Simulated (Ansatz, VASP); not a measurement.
**Two plane-wave programs on TaH3Br2**

```
Ta H Br
1.0
     3.15755   -3.70760    0.00000
     3.15755    3.70760    0.00000
     0.00000    0.00000    3.25363
Ta H Br
1 3 2
Direct
  0.00000 0.00000 0.00000
  0.70264 0.70264 0.00000
  0.29736 0.29736 0.00000
  0.50000 0.50000 0.50000
  0.00000 0.50000 0.50000
  0.50000 0.00000 0.50000
```

Change from the starting cell: species swapped into the LaAl2Ag3 type (Cmmm, No. 65).

Alike in both runs: task relaxation of cell and atoms; functional PBE; k mesh 4 × 4 × 6; occupations gaussian, width 0.1 eV; no spin polarisation.

```csv
,VASP,Ansatz
version,VASP 6.6.1,Ansatz 0.2.0
potentials or method,"VASP PAW PBE potentials, release 64 (Ta_pv, H, Br), cutoff 600 eV","scalar-relativistic, plane waves, PAW"
valence electrons in the cell,28,30
```

|  | VASP | Ansatz | Ansatz less VASP |
| --- | --- | --- | --- |
| gap on the k mesh at the Fermi level, each at its own relaxed structure (eV) | none | none | - |
| relaxed volume (Å³/atom) | 12.66 | 12.73 | +0.071 |
| relaxed cell length with the largest relative difference (Å) | 3.204 | 3.215 | +0.0109 |

A gap of «none» marks a metal or a gap that the smearing closes. VASP's potentials hold 28 valence electrons a cell and Ansatz's 30, so a difference there can come from the potentials and not from the codes.

Spin-orbit coupling is off throughout.
